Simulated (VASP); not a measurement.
Mg, 2 atoms in the cell. The structure is hexagonal, space group P6_3/mmc (No. 194). The conventional cell has a = 3.101 Å, b = 3.101 Å, c = 5.175 Å, α = 90.00°, β = 90.00°, γ = 120.00°. Within 4.1 Å of Mg (site symmetry -6m2) lie 12 Mg at 3.10 to 3.15 Å. 

```yaml
Program: VASP 6.6.1
Task: single point
Functional: PBEsol
Dispersion: D3(BJ)
Potentials_or_basis: VASP PAW PBE potentials, release 64 (Mg)
Cutoff: 600 eV
k_mesh: 10 × 10 × 5
Occupations: fermi-dirac, width 0.05 eV
Spin: no spin polarisation
Dipole_correction: no
Further_INCAR_settings: ALGO = Normal; EDIFF = 1e-06; NBANDS = 9
```

Potentials or basis: VASP PAW PBE potentials, release 64 (Mg).

Launch:

```console
$ cat potpaw_PBE.64/Mg/POTCAR > POTCAR
$ mpirun -np 1 vasp_std > vasp.out
```

Hardware: 1 thread of Intel(R) Xeon(R) Platinum 8488C (Sapphire Rapids), with other jobs on the host.

Task: Estimate the wall time of this run.

Result: Run time: 14 s on 1 thread of Intel(R) Xeon(R) Platinum 8488C (Sapphire Rapids), with other jobs on the host, peak memory 0.18 GiB. Counts: scf iterations 9, k points 42.
